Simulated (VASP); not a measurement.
# Lu (Fd-3m) in VASP: notebook, part 2 of 2

VASP 6.6.1. Earlier steps stand in the parts before.

## 4. Single point, r2SCAN (53.94 Å³/atom)

This run uses another cell than the first one, of 53.94 Å³/atom.

Contents of POSCAR:

```
Lu
1.0
    0.0000000000      3.7783786492      3.7783786492
    3.7783786492      0.0000000000      3.7783786492
    3.7783786492      3.7783786492      0.0000000000
Lu
2
Direct
    0.1250000000      0.1250000000      0.1250000000
    0.8750000000      0.8750000000      0.8750000000
```

Contents of INCAR.step1:

```
SYSTEM = Lu
ALGO     = Normal         ! electronic algorithm
EDIFF    = 1E-4           ! SCF threshold, eV
ENCUT    = 520            ! plane-wave cutoff, eV
GGA      = PE             ! functional
ISMEAR   = -1             ! smearing method
LASPH    = .TRUE.         ! aspherical terms in the spheres
LCHARG   = .FALSE.        ! write CHGCAR
LREAL    = .FALSE.        ! projectors in reciprocal space
LWAVE    = .TRUE.         ! write WAVECAR
NBANDS   = 32             ! bands
NELM     = 60             ! most SCF steps
PREC     = Accurate       ! precision mode
SIGMA    = 0.1            ! smearing width, eV
```

Contents of INCAR.step2:

```
SYSTEM = Lu
ALGO     = Normal         ! electronic algorithm
EDIFF    = 1E-6           ! SCF threshold, eV
ENCUT    = 520            ! plane-wave cutoff, eV
ISIF     = 2              ! what is computed and relaxed
ISMEAR   = -1             ! smearing method
ISTART   = 1            
LASPH    = .TRUE.         ! aspherical terms in the spheres
LCHARG   = .TRUE.         ! write CHGCAR
LELF     = .TRUE.         ! ELF
LMIXTAU  = .TRUE.       
LREAL    = .FALSE.        ! projectors in reciprocal space
LVHAR    = .TRUE.       
LWAVE    = .FALSE.        ! write WAVECAR
METAGGA  = R2SCAN         ! meta-GGA
NBANDS   = 32             ! bands
NELM     = 60             ! most SCF steps
PREC     = Accurate       ! precision mode
SIGMA    = 0.1            ! smearing width, eV
```

Contents of KPOINTS:

```
k-points
0
G
  8 8 8
  0 0 0
```

Potentials or basis: VASP PAW PBE potentials, release 64 (Lu).

Launch:

```sh
$ cat potpaw_PBE.64/Lu/POTCAR > POTCAR
$ cp INCAR.step1 INCAR
$ mpirun -np 1 vasp_std > vasp.out
$ cp INCAR.step2 INCAR
$ mpirun -np 1 vasp_std > vasp.out
```

OUTCAR:

```text
SYSTEM = Lu
   EDIFF = 1E-6
   ENCUT = 520
   ISIF = 2
   ISMEAR = -1
   ISTART = 1
   LASPH = .TRUE.
   LREAL = .FALSE.
   METAGGA = R2SCAN
   NELM = 60
   PREC = Accurate

 ion  position               nearest neighbor table
   1  0.125  0.125  0.125-   2 3.27   2 3.27   2 3.27   2 3.27
   2  0.875  0.875  0.875-   1 3.27   1 3.27   1 3.27   1 3.27

  LATTYP: Found a face centered cubic cell.
 ALAT       =     7.5567572984

  Lattice vectors:

 A1 = (   0.0000000000,   3.7783786492,   3.7783786492)
[... 1028 lines left out ...]

  FORCE on cell =-STRESS in cart. coord.  units (eV):
  Direction    XX          YY          ZZ          XY          YZ          ZX
  --------------------------------------------------------------------------------------
  -------------------------------------------------------------------------------------
  Total       -0.5192163     -0.5192163     -0.5192163      0.0000000      0.0000000     -0.0000000
  in kB       -7.7110308     -7.7110308     -7.7110308      0.0000000      0.0000000     -0.0000000
  external PRESSURE =      -7.7110308 kB  Pullay stress =       0.0000000 kB

 VOLUME and BASIS-vectors are now :
 -----------------------------------------------------------------------------
  energy-cutoff  :      520.00
  volume of cell :      107.88
      direct lattice vectors                 reciprocal lattice vectors
     0.000000000  3.778378649  3.778378649    -0.132331893  0.132331893  0.132331893
     3.778378649  0.000000000  3.778378649     0.132331893 -0.132331893  0.132331893
     3.778378649  3.778378649  0.000000000     0.132331893  0.132331893 -0.132331893

 POSITION                                       TOTAL-FORCE (eV/Angst)
 -----------------------------------------------------------------------------------
      0.94459      0.94459      0.94459         0.000000      0.000000      0.000000
      6.61216      6.61216      6.61216        -0.000000     -0.000000     -0.000000
 -----------------------------------------------------------------------------------
    total drift:                                0.000000      0.000000     -0.000000

  FREE ENERGIE OF THE ION-ELECTRON SYSTEM (eV)
  ---------------------------------------------------
  free  energy   TOTEN  =       -71.7358164149 eV

  energy  without entropy=      -71.5794050741  energy(sigma->0) =      -71.65761074
```

It took 7 min on 1 thread of Oxide Virtual Turin-like, shared host; peak memory 0.27 GiB.

What came out:

```
Free energy            : -71.7358 eV
Pressure               : -0.8 GPa
Band gap on the k mesh : zero (bands 25 and 26 overlap by 0.94 eV)
```

Levels at points of the mesh, in eV from the Fermi level:
```tsv
k point	band 22	band 23	band 24	band 25	band 26	band 27
(0.00, 0.00, 0.00)	-6.28	-4.67	0.36	0.36	0.36	0.45
(0.50, 0.00, 0.00)	-6.29	-3.08	-1.22	0.28	0.34	0.34
(0.50, 0.50, 0.00)	-6.30	-1.75	-1.75	-0.49	-0.49	0.75
```

Caveat: the PAW data sets were made with another functional, which shifts forces and pressure a little; spin-orbit coupling is left out, which moves the levels of the heavy elements.

## 5. Single point, r2SCAN (55.94 Å³/atom)

This run uses another cell than the first one, of 55.94 Å³/atom.

Contents of POSCAR:

```
Lu
1.0
    0.0000000000      3.8244609792      3.8244609792
    3.8244609792      0.0000000000      3.8244609792
    3.8244609792      3.8244609792      0.0000000000
Lu
2
Direct
    0.1250000000      0.1250000000      0.1250000000
    0.8750000000      0.8750000000      0.8750000000
```

Contents of INCAR.step1:

```
SYSTEM = Lu
ALGO = Normal
EDIFF = 1E-4
ENCUT = 520
GGA = PE
ISMEAR = -1
LASPH = .True.
LCHARG = .False.
LREAL = .False.
LWAVE = .True.
NBANDS = 32
NELM = 60
PREC = Accurate
SIGMA = 0.1
```

Contents of INCAR.step2:

```
SYSTEM = Lu
ALGO = Normal
EDIFF = 1E-6
ENCUT = 520
ISIF = 2
ISMEAR = -1
ISTART = 1
LASPH = .True.
LCHARG = .False.
LMIXTAU = .True.
LREAL = .False.
LWAVE = .False.
METAGGA = R2SCAN
NBANDS = 32
NELM = 60
PREC = Accurate
SIGMA = 0.1
```

Contents of KPOINTS:

```
k-points
0
Gamma
  8 8 8
  0 0 0
```

Potentials or basis: VASP PAW PBE potentials, release 64 (Lu).

Launch:

```sh
$ cat potpaw_PBE.64/Lu/POTCAR > POTCAR
$ cp INCAR.step1 INCAR
$ mpirun -np 1 vasp_std > vasp.out
$ cp INCAR.step2 INCAR
$ mpirun -np 1 vasp_std > vasp.out
```

OUTCAR:

```text
SYSTEM = Lu
   EDIFF = 1E-6
   ENCUT = 520
   ISIF = 2
   ISMEAR = -1
   ISTART = 1
   LASPH = .True.
   LREAL = .False.
   METAGGA = R2SCAN
   NELM = 60
   PREC = Accurate

 ion  position               nearest neighbor table
   1  0.125  0.125  0.125-   2 3.31   2 3.31   2 3.31   2 3.31
   2  0.875  0.875  0.875-   1 3.31   1 3.31   1 3.31   1 3.31

  LATTYP: Found a face centered cubic cell.
 ALAT       =     7.6489219584

  Lattice vectors:

 A1 = (   0.0000000000,   3.8244609792,   3.8244609792)
 A2 = (   3.8244609792,   0.0000000000,   3.8244609792)
 A3 = (   3.8244609792,   3.8244609792,   0.0000000000)

Analysis of symmetry for initial positions (statically):
=====================================================================
 Subroutine PRICEL returns:
 Original cell was already a primitive cell.

 Routine SETGRP: Setting up the symmetry group for a
 face centered cubic supercell.

 Subroutine GETGRP returns: Found 48 space group operations
 (whereof 12 operations were pure point group operations)
 out of a pool of 48 trial point group operations.

The static configuration has the point symmetry D_3d.
 The point group associated with its full space group is O_h .

[... 158 lines left out ...]
  energy without entropy =      -71.55206689  energy(sigma->0) =      -71.63338454

 E-fermi :  -0.1772     XC(G=0):  -8.3467

 val. band max:       -0.1806175565   @ k =   0.1250   0.1250   0.0000
 cond. band min:      -0.1763017956   @ k =  -0.1250   0.1250   0.0000
 fundamental gap:      0.0043157609
 Fermi energy:        -0.1771945944

 k-point     1 :       0.0000    0.0000    0.0000
  band No.  band energies     occupation
      1     -59.4424      2.00000
      2     -59.4056      2.00000
      3     -29.4861      2.00000
      4     -29.4859      2.00000
      5     -29.4859      2.00000
      6     -29.2802      2.00000
[... 829 lines left out ...]
     31       2.2406      0.00000
     32       3.2857      0.00000

 [... further k-points ...]

------------------------ aborting loop because EDIFF is reached ----------------------------------------

  FORCE on cell =-STRESS in cart. coord.  units (eV):
  Direction    XX          YY          ZZ          XY          YZ          ZX
  --------------------------------------------------------------------------------------
  -------------------------------------------------------------------------------------
  Total       -0.7406936     -0.7406936     -0.7406936     -0.0000000      0.0000000     -0.0000000
  in kB      -10.6073881    -10.6073881    -10.6073881     -0.0000000      0.0000000     -0.0000000
  external PRESSURE =     -10.6073881 kB  Pullay stress =       0.0000000 kB

 VOLUME and BASIS-vectors are now :
 -----------------------------------------------------------------------------
  energy-cutoff  :      520.00
  volume of cell :      111.88
      direct lattice vectors                 reciprocal lattice vectors
     0.000000000  3.824460979  3.824460979    -0.130737378  0.130737378  0.130737378
     3.824460979  0.000000000  3.824460979     0.130737378 -0.130737378  0.130737378
     3.824460979  3.824460979  0.000000000     0.130737378  0.130737378 -0.130737378

 POSITION                                       TOTAL-FORCE (eV/Angst)
 -----------------------------------------------------------------------------------
      0.95612      0.95612      0.95612        -0.000000      0.000000      0.000000
      6.69281      6.69281      6.69281         0.000000     -0.000000     -0.000000
 -----------------------------------------------------------------------------------
    total drift:                                0.000000      0.000000     -0.000000

  FREE ENERGIE OF THE ION-ELECTRON SYSTEM (eV)
  ---------------------------------------------------
  free  energy   TOTEN  =       -71.7147022020 eV

  energy  without entropy=      -71.5520668867  energy(sigma->0) =      -71.63338454
```

OSZICAR.step1:

```text
N       E                     dE             d eps       ncg     rms          rms(c)
DAV:   1     0.328074442740E+03    0.32807E+03   -0.19896E+04  2592   0.477E+03
DAV:   2     0.370264912308E+02   -0.29105E+03   -0.28124E+03  2168   0.609E+02
DAV:   3     0.888457040744E+00   -0.36138E+02   -0.35393E+02  2552   0.137E+02
DAV:   4    -0.496115871948E+01   -0.58496E+01   -0.57599E+01  2904   0.337E+01
DAV:   5    -0.516875803058E+01   -0.20760E+00   -0.20709E+00  2776   0.634E+00    0.278E+00
DAV:   6    -0.510486946719E+01    0.63889E-01   -0.30127E-01  3008   0.440E+00    0.120E+00
DAV:   7    -0.509381534170E+01    0.11054E-01   -0.69573E-02  2968   0.108E+00    0.277E-01
DAV:   8    -0.509544849721E+01   -0.16332E-02   -0.70289E-03  2744   0.732E-01    0.140E-01
DAV:   9    -0.509636067746E+01   -0.91218E-03   -0.15936E-03  2128   0.193E-01    0.197E-02
DAV:  10    -0.509636565568E+01   -0.49782E-05   -0.23283E-04  2048   0.728E-02
   1 F= -.50963657E+01 E0= -.50086476E+01  d E =-.175436E+00
```

It took 7.9 min on 1 thread of Oxide Virtual Turin-like, shared host; peak memory 0.27 GiB.

What came out:

```yaml
Free_energy: -71.7147 eV
Pressure: -1.1 GPa
Band_gap_on_the_k_mesh: zero (bands 25 and 26 overlap by 0.86 eV)
```

Levels at points of the mesh, in eV from the Fermi level:
| k point | band 21 | band 22 | band 23 | band 24 | band 25 | band 26 | band 27 | band 28 | band 29 | band 30 |
| --- | --- | --- | --- | --- | --- | --- | --- | --- | --- | --- |
| (0.00, 0.00, 0.00) | -6.36 | -6.35 | -4.62 | 0.32 | 0.32 | 0.32 | 0.45 | 0.45 | 1.74 | 1.74 |
| (0.50, 0.00, 0.00) | -6.36 | -6.36 | -3.09 | -1.24 | 0.26 | 0.34 | 0.34 | 0.56 | 0.56 | 2.35 |
| (0.50, 0.50, 0.00) | -6.37 | -6.37 | -1.81 | -1.81 | -0.45 | -0.45 | 0.70 | 0.70 | 2.01 | 2.01 |

Caveat: the PAW data sets were made with another functional, which shifts forces and pressure a little; spin-orbit coupling is left out, which moves the levels of the heavy elements.

## 6. Summary

| cell | gap on the mesh (eV) | pressure (GPa) |
| --- | --- | --- |
| a = 5.208 Å, angles 60.0°, 2 atoms | none | 0.3 |
| a = 5.277 Å, angles 60.0°, 2 atoms | none | -0.4 |
| a = 5.343 Å, angles 60.0°, 2 atoms | none | -0.8 |
| a = 5.409 Å, angles 60.0°, 2 atoms | none | -1.1 |

Alike in all rows: task single point; level r2SCAN; potentials or basis VASP PAW PBE potentials, release 64 (Lu); no spin polarisation; k mesh 8 × 8 × 8; cutoff (eV) 520; smearing fermi-dirac 0.1 eV.

Caveats: the PAW data sets were made with another functional, which shifts forces and pressure a little; spin-orbit coupling is left out, which moves the levels of the heavy elements.

Absolute energies hang on the potentials; compare differences alone.

The gap in the log of VASP goes by the Fermi energy; the results here count the filled bands.